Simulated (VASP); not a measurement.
BeTe: single point with LDA

Crystal: BeTe.

```xyz
2
Lattice="0.0000 2.7774 2.7774 2.7774 0.0000 2.7774 2.7774 2.7774 0.0000" Properties=species:S:1:pos:R:3 pbc="T T T"
Be    0.0000    0.0000    0.0000
Te    1.3887    1.3887    1.3887
```

```json
{"Program": "VASP 6.6.1", "Task": "single point", "Functional": "LDA", "Potentials or basis": "VASP PAW LDA potentials, release 64 (Be, Te)", "Cutoff": "600 eV", "k mesh": "8 × 8 × 8", "Occupations": "gaussian, width 0.02 eV", "Spin": "no spin polarisation", "Dipole correction": "no", "Further INCAR settings": "ALGO = Normal; EDIFF = 1e-06; NBANDS = 11"}
```

| Property | Result |
| --- | --- |
| Pressure | 0.3 GPa |
| Band gap on the k mesh | 1.77 eV (least direct gap 3.55 eV) |

Levels at points of the mesh, in eV from the valence-band top:
| k point | band 1 | band 2 | band 3 | band 4 | band 5 | band 6 | band 7 | band 8 |
| --- | --- | --- | --- | --- | --- | --- | --- | --- |
| (0.00, 0.00, 0.00) | -12.60 | 0.00 | 0.00 | 0.00 | 3.55 | 3.55 | 3.55 | 4.03 |
| (0.50, 0.00, 0.00) | -11.16 | -5.80 | -1.20 | -1.20 | 3.17 | 4.54 | 4.54 | 7.63 |
| (0.50, 0.50, 0.00) | -10.63 | -5.30 | -2.80 | -2.80 | 1.77 | 2.59 | 9.86 | 9.86 |

Run time: 15 s on 1 thread of AMD EPYC 7R43 64-Core Processor (Zen 3) (shared host), peak memory 0.12 GiB.

Caveat: spin-orbit coupling is left out, which moves the levels of the heavy elements. A k mesh can miss the band edges.
